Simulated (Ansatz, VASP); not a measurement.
Two plane-wave programs on WC

```
W C
1.0
     0.00000    2.19268    2.19268
     2.19268    0.00000    2.19268
     2.19268    2.19268    0.00000
W C
1 1
Direct
  0.98388 0.00000 0.00000
  0.50000 0.50000 0.50000
```

Change from the starting cell: all W atoms moved +0.050 Å, as atom 1 towards its neighbour atom 1 (W) at 3.101 Å.

Alike in both runs: task single point; functional PBEsol; k mesh 18 × 18 × 18; occupations gaussian, width 0.15 eV; no spin polarisation.

```csv
,VASP,Ansatz
version,VASP 6.6.1,Ansatz 0.2.0
potentials or method,"VASP PAW PBE potentials, release 64 (W_sv, C_h), cutoff 910 eV","scalar-relativistic, plane waves, PAW"
valence electrons in the cell,18,18
```

```csv
,VASP,Ansatz,Ansatz less VASP
gap on the k mesh at the Fermi level (eV),none,none,-
rms of the force components (eV/Å),0.179,0.177,-0.0022
```

VASP's potentials were made for PBE, not for PBEsol. Atom by atom the forces differ by 0.002 eV/Å (rms over components). A gap of «none» marks a metal or a gap that the smearing closes.

Spin-orbit coupling is off throughout. Noted on VASP's run: the cutoff is short for stress, so the pressure is rough.
